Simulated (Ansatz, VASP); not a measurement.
**One calculation of Ti, two programs**

```xyz
1
Lattice="-1.6051 1.6051 1.6051 1.6051 -1.6051 1.6051 1.6051 1.6051 -1.6051" Properties=species:S:1:pos:R:3 pbc="T T T"
Ti    0.0000    0.0000    0.0000
```

Alike in both runs: functional PBEsol; k mesh 18 × 18 × 18; occupations gaussian, width 0.1 eV; no spin polarisation.

Ansatz relaxed the structure, and its values are those at the end. VASP's run is a single point on that final structure, the one shown.

|  | VASP | Ansatz |
| --- | --- | --- |
| version | VASP 6.6.1 | Ansatz 0.2.0 |
| potentials or method | VASP PAW PBE potentials, release 64 (Ti_sv), cutoff 500 eV | scalar-relativistic, plane waves, PAW |
| valence electrons in the cell | 12 | 12 |

Ansatz gave:

| Property | Result |
| --- | --- |
| gap on the k mesh at the Fermi level (eV) | none |
| pressure (GPa) | 0.0 |

Q: What did VASP give for the same quantities?

A: gap on the k mesh at the Fermi level (eV): none; pressure (GPa): -0.3.

VASP's potentials were made for PBE, not for PBEsol. A gap of «none» marks a metal or a gap that the smearing closes.
